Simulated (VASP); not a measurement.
# GdN (Fm-3m) in VASP: notebook, part 2 of 2

VASP 6.6.1. Earlier steps stand in the parts before.

### 3 Single point, PBE+U, collinear spin, ferromagnetic start (17.21 Å³/atom)

This run uses another cell than the first one, of 17.21 Å³/atom.

INCAR

```
PREC = Accurate
ENCUT = 520
EDIFF = 1E-6
ISMEAR = 0
SIGMA = 0.05
LREAL = F
LASPH = T
NELM = 150
ALGO = Normal
ISIF = 2
LWAVE = F
LCHARG = F
ISPIN = 2
MAGMOM = 7.66 -0.15
LORBIT = 11
LMAXMIX = 6
LDAU = T
LDAUTYPE = 2
LDAUL = 3 -1
LDAUU = 6 0
LDAUJ = 0 0
LDAUPRINT = 1
GGA = PE
NBANDS = 22
```

KPOINTS

```
Automatic mesh
0
Gamma
  10 10 10
```

POSCAR

```
GdN
1.0
    0.0000000000      2.5818531230      2.5818531230
    2.5818531230      0.0000000000      2.5818531230
    2.5818531230      2.5818531230      0.0000000000
Gd N
1 1
Direct
    0.5000000000      0.5000000000      0.5000000000
    0.0000000000      0.0000000000      0.0000000000
```

Potentials or basis: VASP PAW PBE potentials, release 64 (Gd, N).

On the command line:

```bash
$ cat potpaw_PBE.64/Gd/POTCAR potpaw_PBE.64/N/POTCAR > POTCAR
$ mpirun -np 1 vasp_std > vasp.out
```

OUTCAR:

```text
PREC = Accurate
   ENCUT = 520
   EDIFF = 1E-6
   ISMEAR = 0
   LREAL = F
   LASPH = T
   NELM = 150
   ISIF = 2
   ISPIN = 2
   LORBIT = 11
   GGA = PE

 ion  position               nearest neighbor table
   1  0.500  0.500  0.500-   2 2.58   2 2.58   2 2.58   2 2.58   2 2.58   2 2.58
   2  0.000  0.000  0.000-   1 2.58   1 2.58   1 2.58   1 2.58   1 2.58   1 2.58

  LATTYP: Found a face centered cubic cell.
 ALAT       =     5.1637062460

  Lattice vectors:

 A1 = (   0.0000000000,   2.5818531230,   2.5818531230)
 A2 = (   2.5818531230,   0.0000000000,   2.5818531230)
 A3 = (   2.5818531230,   2.5818531230,   0.0000000000)

Analysis of symmetry for initial positions (statically):
=====================================================================
 Subroutine PRICEL returns:
 Original cell was already a primitive cell.

 Routine SETGRP: Setting up the symmetry group for a
 face centered cubic supercell.

 Subroutine GETGRP returns: Found 48 space group operations
 (whereof 48 operations were pure point group operations)
 out of a pool of 48 trial point group operations.

The static configuration has the point symmetry O_h .

Analysis of symmetry for dynamics (positions and initial velocities):
=====================================================================
 Subroutine PRICEL returns:
 Original cell was already a primitive cell.

 Routine SETGRP: Setting up the symmetry group for a
 face centered cubic supercell.

 Subroutine GETGRP returns: Found 48 space group operations
 (whereof 48 operations were pure point group operations)
 out of a pool of 48 trial point group operations.

The dynamic configuration has the point symmetry O_h .

Analysis of structural, dynamic, and magnetic symmetry:
=====================================================================
 Subroutine PRICEL returns:
 Original cell was already a primitive cell.

 Routine SETGRP: Setting up the symmetry group for a
 face centered cubic supercell.

 Subroutine GETGRP returns: Found 48 space group operations
 (whereof 48 operations were pure point group operations)
 out of a pool of 48 trial point group operations.

[... 165 lines left out ...]

 occupancies and eigenvectors

  o =  0.0003  v =  0.0000  0.0000  0.0000  0.0000  0.0000  0.0000  0.0000  0.0000  1.0000  0.0000 -0.0000  0.0000  0.0000 -0.0000      0.0000  0.0000  0.0000  0.0000  0.0000  0.0000  0.0000  0.0000  0.0000  0.0000  0.0000  0.0000  0.0000  0.0000
  o =  0.0029  v =  0.0000  0.0000  0.0000  0.0000  0.0000  0.0000  0.0000  0.0006  0.0000 -0.0007  0.0000  0.7906  0.0013  0.6124      0.0000  0.0000  0.0000  0.0000  0.0000  0.0000  0.0000  0.0000  0.0000  0.0000  0.0000  0.0000  0.0000  0.0000
  o =  0.0029  v =  0.0000  0.0000  0.0000  0.0000  0.0000  0.0000  0.0000  0.0017 -0.0000 -0.0022  0.0000 -0.0010  1.0000 -0.0008      0.0000  0.0000  0.0000  0.0000  0.0000  0.0000  0.0000  0.0000  0.0000  0.0000  0.0000  0.0000  0.0000  0.0000
  o =  0.0029  v =  0.0000  0.0000  0.0000  0.0000  0.0000  0.0000  0.0000 -0.6124 -0.0000  0.7906 -0.0000  0.0007  0.0027  0.0006      0.0000  0.0000  0.0000  0.0000  0.0000  0.0000  0.0000  0.0000  0.0000  0.0000  0.0000  0.0000  0.0000  0.0000
  o =  0.0086  v =  0.0000  0.0000  0.0000  0.0000  0.0000  0.0000  0.0000 -0.0008  0.0000 -0.0006  0.0008 -0.6124  0.0000  0.7906      0.0000  0.0000  0.0000  0.0000  0.0000  0.0000  0.0000  0.0000  0.0000  0.0000  0.0000  0.0000  0.0000  0.0000
  o =  0.0086  v =  0.0000  0.0000  0.0000  0.0000  0.0000  0.0000  0.0000 -0.7905  0.0000 -0.6123 -0.0155  0.0006  0.0000 -0.0008      0.0000  0.0000  0.0000  0.0000  0.0000  0.0000  0.0000  0.0000  0.0000  0.0000  0.0000  0.0000  0.0000  0.0000
  o =  0.0086  v =  0.0000  0.0000  0.0000  0.0000  0.0000  0.0000  0.0000 -0.0122 -0.0000 -0.0095  0.9999  0.0005 -0.0000 -0.0007      0.0000  0.0000  0.0000  0.0000  0.0000  0.0000  0.0000  0.0000  0.0000  0.0000  0.0000  0.0000  0.0000  0.0000
  o =  0.9898  v =  0.0000  1.0000 -0.0000  0.0000  0.0000  0.0000  0.0000  0.0000  0.0000  0.0000  0.0000  0.0000  0.0000  0.0000      0.0000  0.0000  0.0000  0.0000  0.0000  0.0000  0.0000  0.0000  0.0000  0.0000  0.0000  0.0000  0.0000  0.0000
  o =  0.9908  v =  0.0000 -0.0000 -0.0000 -0.0000  0.7899  0.0397  0.6119  0.0000  0.0000  0.0000  0.0000  0.0000  0.0000  0.0000      0.0000  0.0000  0.0000  0.0000  0.0000  0.0000  0.0000  0.0000  0.0000  0.0000  0.0000  0.0000  0.0000  0.0000
  o =  0.9908  v =  0.0000  0.0000  0.0000  0.0000  0.0314 -0.9992  0.0243  0.0000  0.0000  0.0000  0.0000  0.0000  0.0000  0.0000      0.0000  0.0000  0.0000  0.0000  0.0000  0.0000  0.0000  0.0000  0.0000  0.0000  0.0000  0.0000  0.0000  0.0000
  o =  0.9908  v = -0.6124  0.0000  0.7906 -0.0000  0.0000  0.0000 -0.0000  0.0000  0.0000  0.0000  0.0000  0.0000  0.0000  0.0000      0.0000  0.0000  0.0000  0.0000  0.0000  0.0000  0.0000  0.0000  0.0000  0.0000  0.0000  0.0000  0.0000  0.0000
  o =  0.9927  v =  0.0000 -0.0000  0.0000 -0.0343 -0.6120  0.0000  0.7901  0.0000  0.0000  0.0000  0.0000  0.0000  0.0000  0.0000      0.0000  0.0000  0.0000  0.0000  0.0000  0.0000  0.0000  0.0000  0.0000  0.0000  0.0000  0.0000  0.0000  0.0000
  o =  0.9927  v = -0.7906 -0.0000 -0.6124  0.0000 -0.0000 -0.0000  0.0000  0.0000  0.0000  0.0000  0.0000  0.0000  0.0000  0.0000      0.0000  0.0000  0.0000  0.0000  0.0000  0.0000  0.0000  0.0000  0.0000  0.0000  0.0000  0.0000  0.0000  0.0000
  o =  0.9927  v =  0.0000  0.0000 -0.0000 -0.9994  0.0210 -0.0000 -0.0271  0.0000  0.0000  0.0000  0.0000  0.0000  0.0000  0.0000      0.0000  0.0000  0.0000  0.0000  0.0000  0.0000  0.0000  0.0000  0.0000  0.0000  0.0000  0.0000  0.0000  0.0000

 number of electron      23.0000002 magnetization       6.9998910

 Free energy of the ion-electron system (eV)
  ---------------------------------------------------
  ext. energy  EPLUGINS =         0.00000000
  ---------------------------------------------------
  free energy    TOTEN  =       -22.69682944 eV

  energy without entropy =      -22.69677220  energy(sigma->0) =      -22.69680082

 E-fermi :   3.2093     XC(G=0): -11.0394

 val. band max:        3.1438520123   @ k =   0.1000   0.1000   0.0000
 cond. band min:       3.2630480880   @ k =   0.4000   0.4000   0.0000
 fundamental gap:      0.1191960757
 Fermi energy:         3.2093007610

 spin component 1

 k-point     1 :       0.0000    0.0000    0.0000
  band No.  band energies     occupation
      1     -40.9084      1.00000
      2     -17.9575      1.00000
      3     -17.9575      1.00000
      4     -17.9575      1.00000
      5      -9.3409      1.00000
      6      -3.4941      1.00000
[... 1193 lines left out ...]
     21      12.9775      0.00000
     22      16.0882      0.00000

 [... further k-points ...]

------------------------ aborting loop because EDIFF is reached ----------------------------------------

  FORCE on cell =-STRESS in cart. coord.  units (eV):
  Direction    XX          YY          ZZ          XY          YZ          ZX
  --------------------------------------------------------------------------------------
  -------------------------------------------------------------------------------------
  Total       -2.4391698     -2.4391698     -2.4391698     -0.0000000      0.0000000     -0.0000000
  in kB     -113.5345442   -113.5345442   -113.5345442     -0.0000000      0.0000000     -0.0000000
  external PRESSURE =    -113.5345442 kB  Pullay stress =       0.0000000 kB

 VOLUME and BASIS-vectors are now :
 -----------------------------------------------------------------------------
  energy-cutoff  :      520.00
  volume of cell :       34.42
      direct lattice vectors                 reciprocal lattice vectors
     0.000000000  2.581853123  2.581853123    -0.193659351  0.193659351  0.193659351
     2.581853123  0.000000000  2.581853123     0.193659351 -0.193659351  0.193659351
     2.581853123  2.581853123  0.000000000     0.193659351  0.193659351 -0.193659351

 POSITION                                       TOTAL-FORCE (eV/Angst)
 -----------------------------------------------------------------------------------
      2.58185      2.58185      2.58185         0.000000     -0.000000     -0.000000
      0.00000      0.00000      0.00000        -0.000000      0.000000      0.000000
 -----------------------------------------------------------------------------------
    total drift:                                0.000000      0.000000      0.000000

  FREE ENERGIE OF THE ION-ELECTRON SYSTEM (eV)
  ---------------------------------------------------
  free  energy   TOTEN  =       -22.6968294370 eV

  energy  without entropy=      -22.6967722005  energy(sigma->0) =      -22.69680082

 total charge

# of ion       s       p       d       f       tot
--------------------------------------------------
    1        2.030   5.650   0.485   6.969  15.132
    2        1.245   2.338   0.000   0.000   3.583
--------------------------------------------------
tot          3.274   7.988   0.485   6.969  18.716

 magnetization (x)

# of ion       s       p       d       f       tot
--------------------------------------------------
    1       -0.006  -0.087   0.065   6.901   6.872
    2       -0.008  -0.099   0.000   0.000  -0.107
--------------------------------------------------
tot         -0.014  -0.187   0.065   6.901   6.765
```

OSZICAR:

```text
N       E                     dE             d eps       ncg     rms          rms(c)
DAV:   1     0.130630117713E+03    0.13063E+03   -0.78305E+03  5782   0.507E+03
DAV:   2    -0.402493751948E+00   -0.13103E+03   -0.11280E+03  5700   0.451E+02
DAV:   3    -0.179425259182E+02   -0.17540E+02   -0.17211E+02  6592   0.113E+02
DAV:   4    -0.201334410014E+02   -0.21909E+01   -0.21791E+01  7778   0.286E+01
DAV:   5    -0.202339301899E+02   -0.10049E+00   -0.10038E+00  6406   0.695E+00    0.364E+01
DAV:   6    -0.230200894225E+02   -0.27862E+01   -0.23999E+01  6220   0.174E+02    0.874E+01
DAV:   7    -0.228039896139E+02    0.21610E+00   -0.28644E+00  6410   0.204E+01    0.650E+01
DAV:   8    -0.226349101529E+02    0.16908E+00   -0.36469E-01  7626   0.112E+01    0.428E+01
DAV:   9    -0.226865347428E+02   -0.51625E-01   -0.34216E-01  6822   0.127E+01    0.131E+01
DAV:  10    -0.226948009238E+02   -0.82662E-02   -0.75239E-02  7230   0.410E+00    0.546E+00
DAV:  11    -0.226965943608E+02   -0.17934E-02   -0.86132E-03  6662   0.857E-01    0.260E+00
DAV:  12    -0.226968100483E+02   -0.21569E-03   -0.10563E-03  7678   0.691E-01    0.859E-01
DAV:  13    -0.226968133842E+02   -0.33359E-05   -0.23928E-04  6874   0.125E-01    0.182E-01
DAV:  14    -0.226968253015E+02   -0.11917E-04   -0.32123E-05  6520   0.557E-02    0.113E-01
DAV:  15    -0.226968299147E+02   -0.46132E-05   -0.34442E-06  6012   0.338E-02    0.108E-01
DAV:  16    -0.226968294370E+02    0.47764E-06   -0.50716E-07  3426   0.890E-03
   1 F= -.22696829E+02 E0= -.22696801E+02  d E =-.572365E-04  mag=     7.0000
```

stdout:

```text
POSCAR found type information on POSCAR GdN
 POSCAR found :  2 types and       2 ions
 scaLAPACK will be used
 LDA part: xc-table for (Slater+PW92), standard interpolation
 POSCAR, INCAR and KPOINTS ok, starting setup
 FFT: planning ... GRIDC
 FFT: planning ... GRID_SOFT
 FFT: planning ... GRID
 WAVECAR not read
 entering main loop
```

It took 95 s on 1 thread of Intel Xeon Platinum 8259CL at 2.50GHz (Skylake/Cascade Lake), shared host; peak memory 0.22 GiB.

Results:

```yaml
Free_energy: -22.6968 eV
Pressure: -11.4 GPa
Band_gap_on_the_k_mesh: zero (filled and empty bands overlap)
Net_moment: 7.00 μB per cell
Site_moments: Gd +6.87; N -0.11 μB
Valence_electrons_inside_the_program's_atomic_spheres: Gd 15.13; N 3.58
```

Eigenvalues of the final occupation matrices:
```
    site  spin  trace                         eigenvalues
site 1 f     1   6.94  0.99 0.99 0.99 0.99 0.99 0.99 0.99
site 1 f     2   0.04  0.00 0.00 0.00 0.00 0.01 0.01 0.01
```

Caveat: the cell stands under tension; spin-orbit coupling is left out, which moves the levels of the heavy elements; a cell with one magnetic atom can't hold antiferromagnetic order, which such compounds often take. The state reached can hang on the start; a lower one may exist.
